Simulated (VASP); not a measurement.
Wanted: the native input for a VASP 6.6.1 run.

```yaml
Task: relaxation of cell and atoms
Functional: BLYP
Potentials_or_basis: VASP PAW PBE potentials, release 64 (Al, N)
Cutoff: 600 eV
k_mesh: 10 × 10 × 10
Occupations: fermi-dirac, width 0.05 eV
Spin: no spin polarisation
Dipole_correction: no
Further_INCAR_settings: ALGO = Normal; EDIFF = 1e-07; IBRION = 2; EDIFFG = -0.005; NSW = 80; ISIF = 3
```

The structure of AlN lies in POSCAR:

```
AlN
1.0
    0.0000000000      2.1839935596      2.1839935596
    2.1839935596      0.0000000000      2.1839935596
    2.1839935596      2.1839935596      0.0000000000
Al N
1 1
Direct
    0.0000000000      0.0000000000      0.0000000000
    0.2500000000      0.2500000000      0.2500000000
```

The input as run:

INCAR

```
  PREC = Accurate
  ENCUT = 600
  EDIFF = 1E-7
  ISMEAR = -1
  SIGMA = 0.05
  LREAL = False
  LASPH = True
  NELM = 100
  ALGO = Normal
  ISIF = 3
  LWAVE = False
  LCHARG = False
  GGA = B5
  ALDAX = 1.0
  AGGAX = 1.0
  AGGAC = 1.0
  ALDAC = 0.0
  IBRION = 2
  NSW = 80
  EDIFFG = -0.005
```

KPOINTS

```
regular mesh
0
Gamma
  10 10 10
```

Potentials or basis: VASP PAW PBE potentials, release 64 (Al, N).

Command:

```console
$ cat potpaw_PBE.64/Al/POTCAR potpaw_PBE.64/N/POTCAR > POTCAR
$ mpirun -np 1 vasp_std > vasp.out
```

Results of the run:

- Relaxed volume: 10.85 Å³/atom
- Relaxed cell: a = 3.131 Å, b = 3.131 Å, c = 3.131 Å, α = 60.00°, β = 60.00°, γ = 60.00°
- Space group after relaxing (to 0.05 Å): F-43m (No. 216)
- Energy gained by relaxing: 10.4 meV/atom
- Ionic steps: 3
- Pressure after relaxing: 0.0 GPa
- Band gap on the k mesh: 3.65 eV, indirect (least direct gap 4.12 eV)

Caveat: the PAW data sets were made with another functional, which shifts forces and pressure a little.

Run time: 84 s on 1 thread of Intel Xeon 6975P-C (shared host), peak memory 0.16 GiB.
